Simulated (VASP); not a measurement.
# SiO2 (P4_2/mnm) in VASP: notebook

Runs on SiO2. Level: r2SCAN. Tasks: single point.

All numbers are computed with VASP 6.6.1; they aren't measurements. Logs are shortened: lines on timing, memory, paths and dates and some standing lists are left out, and cuts for length are marked.

## Step 1: The cell of the first run

It takes space group P4_2/mnm (No. 136, tetragonal). The conventional cell has a = 4.353 Å, b = 4.353 Å, c = 2.882 Å, α = 90.00°, β = 90.00°, γ = 90.00°. Within 2.5 Å of Si (site symmetry mmm) lie 6 O at 1.87 to 1.88 Å. O (site symmetry m2m) has 3 Si at 1.87 to 1.88 Å and 1 O at 2.39 Å within 2.5 Å.

## Step 2: Single point, r2SCAN (strain +0.040 along x and y, +0.080 along z)

Input file POSCAR:

```
SiO2
1.0
    4.3528223192      0.0000000000      0.0000000000
    0.0000000000      4.3528223192      0.0000000000
    0.0000000000      0.0000000000      2.8822445712
Si O
2 4
Direct
    0.5000000000      0.5000000000      0.5000000000
    0.0000000000      0.0000000000      0.0000000000
    0.6938852014      0.6938852014      0.0000000000
    0.1938852014      0.8061147986      0.5000000000
    0.3061147986      0.3061147986      0.0000000000
    0.8061147986      0.1938852014      0.5000000000
```

Input file INCAR.step1:

```
ALGO = Normal ; EDIFF = 1E-4
ENCUT = 520 ; GGA = PE
ISMEAR = 0 ; LASPH = True
LCHARG = False ; LREAL = False
LWAVE = True ; NBANDS = 25
NELM = 100 ; PREC = Accurate
SIGMA = 0.05
```

Input file INCAR.step2:

```
ALGO = Normal ; EDIFF = 1E-6
ENCUT = 520 ; ISIF = 2
ISMEAR = 0 ; ISTART = 1
LASPH = True ; LCHARG = False
LMIXTAU = True ; LREAL = False
LWAVE = False ; METAGGA = R2SCAN
NBANDS = 25 ; NELM = 100
PREC = Accurate ; SIGMA = 0.05
```

Input file KPOINTS:

```
k-points
0
Gamma
  6 6 8
```

Potentials or basis: VASP PAW PBE potentials, release 64 (Si, O).

Command:

```sh
> cat potpaw_PBE.64/Si/POTCAR potpaw_PBE.64/O/POTCAR > POTCAR
> cp INCAR.step1 INCAR
> mpirun -np 1 vasp_std > vasp.out
> cp INCAR.step2 INCAR
> mpirun -np 1 vasp_std > vasp.out
```

OUTCAR:

```text
EDIFF = 1E-6
   ENCUT = 520
   ISIF = 2
   ISMEAR = 0
   ISTART = 1
   LASPH = True
   LREAL = False
   METAGGA = R2SCAN
   NELM = 100
   PREC = Accurate

 ion  position               nearest neighbor table
   1  0.500  0.500  0.500-   3 1.87   5 1.87   3 1.87   5 1.87   4 1.88   6 1.88
   2  0.000  0.000  0.000-   4 1.87   6 1.87   4 1.87   6 1.87   5 1.88   3 1.88
   3  0.694  0.694  0.000-   1 1.87   1 1.87   2 1.88
   4  0.194  0.806  0.500-   2 1.87   2 1.87   1 1.88
   5  0.306  0.306  0.000-   1 1.87   1 1.87   2 1.88
   6  0.806  0.194  0.500-   2 1.87   2 1.87   1 1.88

  LATTYP: Found a simple tetragonal cell.
 ALAT       =     4.3528223192
 C/A-ratio  =     0.6621553465

  Lattice vectors:

 A1 = (   4.3528223192,   0.0000000000,   0.0000000000)
 A2 = (   0.0000000000,   4.3528223192,   0.0000000000)
 A3 = (   0.0000000000,   0.0000000000,   2.8822445712)

Analysis of symmetry for initial positions (statically):
=====================================================================
 Subroutine PRICEL returns:
 Original cell was already a primitive cell.

 Routine SETGRP: Setting up the symmetry group for a
 simple tetragonal supercell.

 Subroutine GETGRP returns: Found 16 space group operations
 (whereof  8 operations were pure point group operations)
 out of a pool of 16 trial point group operations.

The static configuration has the point symmetry D_2h.
 The point group associated with its full space group is D_4h.

Analysis of symmetry for dynamics (positions and initial velocities):
=====================================================================
 Subroutine PRICEL returns:
 Original cell was already a primitive cell.

 Routine SETGRP: Setting up the symmetry group for a
 simple tetragonal supercell.

 Subroutine GETGRP returns: Found 16 space group operations
 (whereof  8 operations were pure point group operations)
 out of a pool of 16 trial point group operations.

The dynamic configuration has the point symmetry D_2h.
 The point group associated with its full space group is D_4h.

 Subroutine INISYM returns: Found 16 space group operations
 (whereof  8 operations are pure point group operations),
 and found     1 'primitive' translations

----------------------------------------------------------------------------------------

                                     Primitive cell

  volume of cell :      54.6101

  direct lattice vectors                    reciprocal lattice vectors
     4.352822319  0.000000000  0.000000000     0.229736003  0.000000000  0.000000000
     0.000000000  4.352822319  0.000000000     0.000000000  0.229736003  0.000000000
     0.000000000  0.000000000  2.882244571     0.000000000  0.000000000  0.346951820

  length of vectors
     4.352822319  4.352822319  2.882244571     0.229736003  0.229736003  0.346951820

  position of ions in fractional coordinates (direct lattice)
     0.500000000  0.500000000  0.500000000
     0.000000000  0.000000000  0.000000000
     0.693885201  0.693885201  0.000000000
     0.193885201  0.806114799  0.500000000
     0.306114799  0.306114799  0.000000000
     0.806114799  0.193885201  0.500000000

  ion indices of the primitive-cell ions
   primitive index   ion index
                 1           1
                 2           2
                 3           3
                 4           4
                 5           5
                 6           6

----------------------------------------------------------------------------------------

 KPOINTS: k-points

Automatic generation of k-mesh.
 Grid dimensions read from file:
 generate k-points for:    6    6    8

 Generating k-lattice:

  Cartesian coordinates                     Fractional coordinates (reciprocal lattice)
     0.038289334  0.000000000  0.000000000     0.166666667  0.000000000  0.000000000
     0.000000000  0.038289334  0.000000000     0.000000000  0.166666667  0.000000000
     0.000000000  0.000000000  0.043368978     0.000000000  0.000000000  0.125000000

  Length of vectors
     0.038289334  0.038289334  0.043368978

  Shift w.r.t. Gamma in fractional coordinates (k-lattice)
     0.000000000  0.000000000  0.000000000

 Subroutine IBZKPT returns following result:
 ===========================================

 Found     50 irreducible k-points:

 Following reciprocal coordinates:
            Coordinates               Weight
  0.000000  0.000000  0.000000      1.000000
  0.166667  0.000000  0.000000      4.000000
  0.333333  0.000000  0.000000      4.000000
  0.500000  0.000000  0.000000      2.000000
  0.166667  0.166667  0.000000      4.000000
  0.333333  0.166667  0.000000      8.000000
[... 16 lines left out ...]
  0.333333  0.000000  0.250000      8.000000
  0.500000  0.000000  0.250000      4.000000
 [... further k-points ...]
   k-points           NKPTS =     50   k-points in BZ     NKDIM =     50   number of bands    NBANDS=     25
   number of dos      NEDOS =    301   number of ions     NIONS =      6
   total plane-waves  NPLWV =  24576
   dimension x,y,z NGX =    32 NGY =   32 NGZ =   24
   dimension x,y,z NGXF=    64 NGYF=   64 NGZF=   48
   ions per type =               2   4
   NGX,Y,Z   is equivalent  to a cutoff of  12.22, 12.22, 13.84 a.u.
   NGXF,Y,Z  is equivalent  to a cutoff of  24.44, 24.44, 27.69 a.u.
 SYSTEM =  unknown system
   PREC   = accura    normal or accurate (medium, high low for compatibility)
   ISTART =      1    job   : 0-new  1-cont  2-samecut
   ICHARG =      0    charge: 1-file 2-atom 10-const
   ISPIN  =      1    spin polarized calculation?
   LNONCOLLINEAR =      F non collinear calculations
   LSORBIT =      F    spin-orbit coupling
   LASPH  =      T    aspherical Exc in radial PAW
   ENCUT  =  520.0 eV  38.22 Ry    6.18 a.u.   8.09  8.09  5.36*2*pi/ulx,y,z
   NELM   =    100;   NELMIN=  2; NELMDL=  0     # of ELM steps
   EDIFF  = 0.1E-05   stopping-criterion for ELM
   LREAL  =      F    real-space projection
   EDIFFG = 0.1E-04   stopping-criterion for IOM
   NSW    =      0    number of steps for IOM
   IBRION =     -1    ionic relax: 0-MD 1-quasi-New 2-CG
   NFREE  =      0    steps in history (QN), initial steepest desc. (CG)
   ISIF   =      2    stress and relaxation
   ISYM   =      2    0-nonsym 1-usesym 2-fastsym
   POTIM  = 0.5000    time-step for ionic-motion
   TEBEG  =    0.0;   TEEND  =   0.0 temperature during run
   PSTRESS=    0.0 pullay stress
   NELECT =      32.0000    total number of electrons
   NUPDOWN=      -1.0000    fix difference up-down
   EMIN   =  10.00;   EMAX   =-10.00  energy-range for DOS
   EFERMI =   0.00;   METHOD = LEGACY
   ISMEAR =     0;   SIGMA  =   0.05  broadening in eV -4-tet -1-fermi 0-gaus
   EFERMI_NEDOS =   21; number of points for ismear=-14 and -15
   IALGO  =     38    algorithm
   IMIX   =      4    mixing-type and parameters
     AMIX     =   0.40;   BMIX     =  1.00
     AMIX_MAG =   1.60;   BMIX_MAG =  1.00
  volume/ion in A,a.u.               =       9.10        61.42
  Fermi-wavevector in a.u.,A,eV,Ry     =   1.369937  2.588806 25.534425  1.876727
  Thomas-Fermi vector in A             =   2.495768
   LORBIT       =      0    0 simple, 1 ext, 2 COOP (PROOUT), +10 PAW based schemes
   METAGGA = R2SCAN    functional components
   LHFCALC =     F    Hartree Fock is set to
   AEXX    =    0.0000 exact exchange contribution
   IVDW    =     0    specifies the selected vdW correction
   LEPSILON=     F    determine dielectric tensor
   LRPA    =     F    only Hartree local field effects (RPA)
 non-spin polarized calculation
 Gauss-broadening in eV      SIGMA  =   0.05
  energy-cutoff  :      520.00
  volume of cell :       54.61
 maximum number of plane-waves:      1496
   NGX = 17   NGY = 17   NGZ = 11

 number of electron      32.0000021 magnetization

 Free energy of the ion-electron system (eV)
  ---------------------------------------------------
  ext. energy  EPLUGINS =         0.00000000
  ---------------------------------------------------
  free energy    TOTEN  =       -57.63015505 eV

  energy without entropy =      -57.63015505  energy(sigma->0) =      -57.63015505

 E-fermi :   6.1127     XC(G=0): -12.0665

 val. band max:        5.8241344166   @ k =   0.0000   0.0000   0.0000
 cond. band min:       9.5096773513   @ k =   0.0000   0.0000   0.0000
 fundamental gap:      3.6855429347
 Fermi energy:         6.1127347030

 k-point     1 :       0.0000    0.0000    0.0000
  band No.  band energies     occupation
      1     -16.1299      2.00000
      2     -13.2377      2.00000
      3     -13.2377      2.00000
      4     -12.9844      2.00000
      5      -4.2628      2.00000
      6       0.3228      2.00000
[... 17 lines left out ...]
     24      19.4723      0.00000
     25      20.9747      0.00000

 k-point     2 :       0.1667    0.0000    0.0000
  band No.  band energies     occupation
      1     -16.0055      2.00000
      2     -13.7015      2.00000
      3     -13.1819      2.00000
      4     -12.7713      2.00000
      5      -4.0271      2.00000
      6      -0.3837      2.00000
[... 17 lines left out ...]
     24      19.0258      0.00000
     25      20.9959      0.00000

 k-point     3 :       0.3333    0.0000    0.0000
  band No.  band energies     occupation
      1     -15.6441      2.00000
      2     -14.3973      2.00000
      3     -13.0331      2.00000
      4     -12.7231      2.00000
      5      -3.3960      2.00000
      6      -1.4707      2.00000
[... 552 lines left out ...]
 k-point    23 :       0.3333    0.0000    0.2500
  band No.  band energies     occupation
      1     -15.0739      2.00000
      2     -14.0192      2.00000
      3     -12.8856      2.00000
      4     -12.7557      2.00000
      5      -3.1072      2.00000
      6      -1.0714      2.00000
[... 17 lines left out ...]
     24      18.7173      0.00000
     25      19.8834      0.00000

 k-point    24 :       0.5000    0.0000    0.2500
  band No.  band energies     occupation
      1     -14.5903      2.00000
      2     -14.5903      2.00000
      3     -12.7980      2.00000
      4     -12.7980      2.00000
      5      -2.1392      2.00000
      6      -2.1392      2.00000
[... 17 lines left out ...]
     24      18.6066      0.00000
     25      19.6994      0.00000

 [... further k-points ...]

------------------------ aborting loop because EDIFF is reached ----------------------------------------

  FORCE on cell =-STRESS in cart. coord.  units (eV):
  Direction    XX          YY          ZZ          XY          YZ          ZX
  --------------------------------------------------------------------------------------
  -------------------------------------------------------------------------------------
  Total      -10.8814772    -10.8814772    -17.7774761      0.0000000      0.0000000      0.0000000
  in kB     -319.2461960   -319.2461960   -521.5644441      0.0000000      0.0000000      0.0000000
  external PRESSURE =    -386.6856120 kB  Pullay stress =       0.0000000 kB

 VOLUME and BASIS-vectors are now :
 -----------------------------------------------------------------------------
  energy-cutoff  :      520.00
  volume of cell :       54.61
      direct lattice vectors                 reciprocal lattice vectors
     4.352822319  0.000000000  0.000000000     0.229736003  0.000000000  0.000000000
     0.000000000  4.352822319  0.000000000     0.000000000  0.229736003  0.000000000
     0.000000000  0.000000000  2.882244571     0.000000000  0.000000000  0.346951820

 POSITION                                       TOTAL-FORCE (eV/Angst)
 -----------------------------------------------------------------------------------
      2.17641      2.17641      1.44112         0.000000      0.000000     -0.000000
      0.00000      0.00000      0.00000         0.000000      0.000000     -0.000000
      3.02036      3.02036      0.00000        -0.312536     -0.312536      0.000000
      0.84395      3.50887      1.44112        -0.312536      0.312536     -0.000000
      1.33246      1.33246      0.00000         0.312536      0.312536     -0.000000
      3.50887      0.84395      1.44112         0.312536     -0.312536     -0.000000
 -----------------------------------------------------------------------------------
    total drift:                                0.000000     -0.000000      0.000000

  FREE ENERGIE OF THE ION-ELECTRON SYSTEM (eV)
  ---------------------------------------------------
  free  energy   TOTEN  =       -57.6301550535 eV

  energy  without entropy=      -57.6301550535  energy(sigma->0) =      -57.63015505
```

It took 75 s on 1 thread of Intel Xeon 6975P-C (Granite Rapids), shared host; peak memory 0.19 GiB.

Results:

```
Free energy            : -57.6302 eV
Pressure               : -38.7 GPa
Largest force          : 0.442 eV/Å
Band gap on the k mesh : 3.69 eV, direct
```

Forces on the atoms (eV/Å):
```
Si   0.000  0.000  0.000
Si   0.000  0.000  0.000
O   -0.313 -0.313  0.000
O   -0.313  0.313  0.000
O    0.313  0.313  0.000
O    0.313 -0.313  0.000
```

Stress tensor (GPa, compression positive):
```
-31.92   0.00   0.00
  0.00 -31.92   0.00
  0.00   0.00 -52.16
```

Levels at points of the mesh, in eV from the valence-band top:
| k point | band 13 | band 14 | band 15 | band 16 | band 17 | band 18 | band 19 | band 20 |
| --- | --- | --- | --- | --- | --- | --- | --- | --- |
| (0.00, 0.00, 0.00) | -2.45 | -0.74 | -0.74 | 0.00 | 3.69 | 6.34 | 7.68 | 7.68 |
| (0.50, 0.00, 0.00) | -2.48 | -2.48 | -0.87 | -0.87 | 6.32 | 6.32 | 8.36 | 8.36 |
| (0.50, 0.50, 0.00) | -2.42 | -2.42 | -1.74 | -1.74 | 6.17 | 6.17 | 9.15 | 9.15 |
| (0.00, 0.00, 0.50) | -2.52 | -2.52 | -2.17 | -2.17 | 8.04 | 8.04 | 12.15 | 12.15 |
| (0.50, 0.00, 0.50) | -1.88 | -1.88 | -1.42 | -1.42 | 8.01 | 8.01 | 9.43 | 9.43 |
| (0.50, 0.50, 0.50) | -1.42 | -1.42 | -1.26 | -1.26 | 6.32 | 6.32 | 10.89 | 10.89 |

Caveat: the cell differs from its parent crystal (strain +0.040 along x and y, +0.080 along z); the PAW data sets were made with another functional, which shifts forces and pressure a little.

(Continued in part 2 of 2.)
